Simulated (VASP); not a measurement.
# C (Fd-3m) in VASP: notebook, part 2 of 2

VASP 6.6.1. The steps go on from the part before.

**3. Phonons, r2SCAN**

This run uses another cell than the first one, of 5.56 Å³/atom, 1.016 times its volume.

Contents of INCAR:

```
SYSTEM = C
PREC     = Accurate       ! precision mode
ENCUT    = 520            ! plane-wave cutoff, eV
EDIFF    = 1E-8           ! SCF threshold, eV
ISMEAR   = 0              ! smearing method
SIGMA    = 0.01           ! smearing width, eV
LREAL    = .False.        ! projectors in reciprocal space
LASPH    = .True.         ! aspherical terms in the spheres
NELM     = 100            ! most SCF steps
ALGO     = Normal         ! electronic algorithm
ISIF     = 2              ! what is computed and relaxed
LWAVE    = .False.        ! write WAVECAR
LCHARG   = .False.        ! write CHGCAR
METAGGA  = R2SCAN         ! meta-GGA
LMIXTAU  = .True.       
IBRION   = 6              ! ionic algorithm
NFREE    = 2            
POTIM    = 0.015          ! step
NSW      = 1              ! ionic steps
```

Contents of KPOINTS:

```
Automatic mesh
0
Gamma
  12 12 12
  0 0 0
```

Contents of POSCAR:

```
C
1.0
    1.7711992530      1.7711992530      0.0000000000
   -1.7711992530      1.7711992530      0.0000000000
    0.0000000000      1.7711992530      1.7711992530
C
2
Direct
    0.5000000000      0.5000000000      0.0000000000
    0.7500000000      0.2500000000      0.5000000000
```

Potentials or basis: VASP PAW PBE potentials, release 64 (C).

Started as:

```console
cat potpaw_PBE.64/C/POTCAR > POTCAR
mpirun -np 1 vasp_std > vasp.out
```

OUTCAR:

```text
SYSTEM = C
   PREC = Accurate
   ENCUT = 520
   EDIFF = 1E-8
   ISMEAR = 0
   LREAL = .False.
   LASPH = .True.
   NELM = 100
   ISIF = 2
   METAGGA = R2SCAN
   IBRION = 6
   NFREE = 2
   POTIM = 0.015
   NSW = 1

 ion  position               nearest neighbor table
   1  0.500  0.500  0.000-   2 1.53   2 1.53   2 1.53   2 1.53
   2  0.750  0.250  0.500-   1 1.53   1 1.53   1 1.53   1 1.53

  LATTYP: Found a face centered cubic cell.
 ALAT       =     3.5423985060

  Lattice vectors:

 A1 = (   0.0000000000,   1.7711992530,   1.7711992530)
 A2 = (   1.7711992530,   0.0000000000,   1.7711992530)
 A3 = (   1.7711992530,   1.7711992530,   0.0000000000)

Analysis of symmetry for initial positions (statically):
=====================================================================
 Subroutine PRICEL returns:
 Original cell was already a primitive cell.

 Routine SETGRP: Setting up the symmetry group for a
 face centered cubic supercell.

 Subroutine GETGRP returns: Found 48 space group operations
 (whereof 24 operations were pure point group operations)
 out of a pool of 48 trial point group operations.

The static configuration has the point symmetry T_d .
 The point group associated with its full space group is O_h .

Analysis of symmetry for dynamics (positions and initial velocities):
=====================================================================
 Subroutine PRICEL returns:
 Original cell was already a primitive cell.

 Routine SETGRP: Setting up the symmetry group for a
 face centered cubic supercell.

 Subroutine GETGRP returns: Found 48 space group operations
[... 231 lines left out ...]
  free energy    TOTEN  =       -19.64748454 eV

  energy without entropy =      -19.64748454  energy(sigma->0) =      -19.64748454

 E-fermi :  10.4316     XC(G=0): -14.3711

 val. band max:       10.2614040465   @ k =   0.0000   0.0000   0.0000
 cond. band min:      14.3998324164   @ k =   0.0000   0.0000  -0.3333
 fundamental gap:      4.1384283699
 Fermi energy:        10.4315806977

 k-point     1 :       0.0000    0.0000    0.0000
  band No.  band energies     occupation
      1     -12.9687      2.00000
      2       9.7658      2.00000
      3      10.0171      2.00000
      4      10.2614      2.00000
      5      15.6924      0.00000
      6      15.9015      0.00000
      7      16.1218      0.00000
      8      24.3267      0.00000
[... 243 lines left out ...]
 k-point    24 :      -0.4167    0.1667    0.0000
  band No.  band energies     occupation
      1      -8.5502      2.00000
      2      -0.5298      2.00000
      3       5.3200      2.00000
      4       5.7393      2.00000
      5      17.1866      0.00000
      6      21.6264      0.00000
      7      22.0072      0.00000
      8      23.5187      0.00000

 [... further k-points ...]
[... 5 lines left out ...]
  --------------------------------------------------------------------------------------
  -------------------------------------------------------------------------------------
  Total        0.5704293      0.5747775      0.5747775      0.0000000     -0.0508242      0.0000000
  in kB       82.2394378     82.8663276     82.8663276      0.0000000     -7.3273886      0.0000000
  external PRESSURE =      82.6573643 kB  Pullay stress =       0.0000000 kB
[... 17 lines left out ...]
  FREE ENERGIE OF THE ION-ELECTRON SYSTEM (eV)
  ---------------------------------------------------
  free  energy   TOTEN  =       -19.6474845360 eV

  energy  without entropy=      -19.6474845360  energy(sigma->0) =      -19.64748454

 INTERNAL STRAIN TENSORS FROM DISPLACED ATOMS
 ============================================

 INTERNAL STRAIN TENSOR FOR ION    1 for displacements in x,y,z  (eV/Angst):
          X           Y           Z          XY          YZ          ZX
  --------------------------------------------------------------------------------
  x     0.00000     0.00000     0.00000     0.00000     3.38903     0.00000
  y     0.00000     0.00000     0.00000     0.00000     0.00000     3.38903
  z     0.00000     0.00000     0.00000     3.38903     0.00000    -0.00000

 INTERNAL STRAIN TENSOR FOR ION    2 for displacements in x,y,z  (eV/Angst):
          X           Y           Z          XY          YZ          ZX
  --------------------------------------------------------------------------------
  x    -0.00000     0.00000     0.00000    -0.00000    -3.38903     0.00000
  y     0.00000    -0.00000     0.00000     0.00000    -0.00000    -3.38903
  z     0.00000     0.00000    -0.00000    -3.38903     0.00000     0.00000

 Eigenvectors and eigenvalues of the dynamical matrix
 ----------------------------------------------------

   1 f  =   40.345109 THz   253.495794 2PiTHz 1345.767964 cm-1   166.853887 meV
             X         Y         Z           dx          dy          dz
      0.000000  1.771199  0.000000     0.000000   -0.707107    0.000000
      0.885600  2.656799  0.885600     0.000000    0.707107    0.000000
[... 21 lines left out ...]
   6 f  =    0.000000 THz     0.000000 2PiTHz    0.000000 cm-1     0.000000 meV
             X         Y         Z           dx          dy          dz
      0.000000  1.771199  0.000000     0.000000    0.000000    0.707107
      0.885600  2.656799  0.885600     0.000000    0.000000    0.707107

 ELASTIC MODULI CONTR FROM IONIC RELAXATION (kBar)
 Direction    XX          YY          ZZ          XY          YZ          ZX
 --------------------------------------------------------------------------------
 XX          -0.0000      0.0000      0.0000     -0.0000     -0.0000      0.0000
 YY           0.0000     -0.0000      0.0000      0.0000     -0.0000     -0.0000
 ZZ           0.0000      0.0000     -0.0000     -0.0000      0.0000      0.0000
 XY          -0.0000      0.0000     -0.0000    -41.4000     -0.0000      0.0000
 YZ          -0.0000     -0.0000      0.0000     -0.0000    -41.4000     -0.0000
 ZX           0.0000     -0.0000      0.0000      0.0000     -0.0000    -41.4000
 --------------------------------------------------------------------------------
```

OSZICAR:

```text
N       E                     dE             d eps       ncg     rms          rms(c)
DAV:   1    -0.358411139325E+01   -0.35841E+01   -0.52298E+03  1232   0.995E+02
DAV:   2    -0.218597302192E+02   -0.18276E+02   -0.17318E+02  1816   0.114E+02
DAV:   3    -0.219654619757E+02   -0.10573E+00   -0.10573E+00  1232   0.111E+01
DAV:   4    -0.219656156436E+02   -0.15367E-03   -0.15367E-03  1688   0.433E-01
[... 36 lines left out ...]
DAV:   7    -0.196474844397E+02   -0.84448E-05   -0.73528E-06  4664   0.287E-02    0.489E-04
DAV:   8    -0.196474844631E+02   -0.23393E-07   -0.14440E-07  5048   0.455E-03    0.292E-04
DAV:   9    -0.196474845315E+02   -0.68397E-07   -0.63369E-08  4560   0.312E-03    0.710E-05
DAV:  10    -0.196474845360E+02   -0.45790E-08   -0.39405E-09  2248   0.780E-04
   3 F= -.19647485E+02 E0= -.19647485E+02  d E =-.551819-131
```

stdout:

```text
POSCAR found type information on POSCAR C
 POSCAR found :  1 types and       2 ions
 scaLAPACK will be used
 -----------------------------------------------------------------------------
|                                                                             |
|                                                                             |
|     You enforced a specific xc type in the INCAR file but a different       |
|     I HOPE YOU KNOW WHAT YOU ARE DOING!                                     |
|                                                                             |
 -----------------------------------------------------------------------------

 LDA part: xc-table for (None), standard interpolation
 POSCAR, INCAR and KPOINTS ok, starting setup
 FFT: planning ... GRIDC
 FFT: planning ... GRID_SOFT
 FFT: planning ... GRID
 WAVECAR not read
 entering main loop
 Found     1 degrees of freedom:
 Finite differences POTIM= 0.01500 DOF=   1
 bond charge predicted
 Finite differences progress:
 bond charge predicted
 Finite differences progress:
```

Run time: 87 s. Hardware: 1 thread of Intel Xeon 6975P-C (Granite Rapids), shared host; peak memory 0.15 GiB.

Results:

* Highest phonon frequency at Γ: 1346 cm⁻¹

Phonon frequencies in cm⁻¹ (negative: imaginary):
```
              q point           frequencies
(0.000, 0.000, 0.000)  0 0 0 1346 1346 1346
```

Caveat: the cell wasn't relaxed at this level first, which shifts response properties; the PAW data sets were made with another functional, which shifts forces and pressure a little.
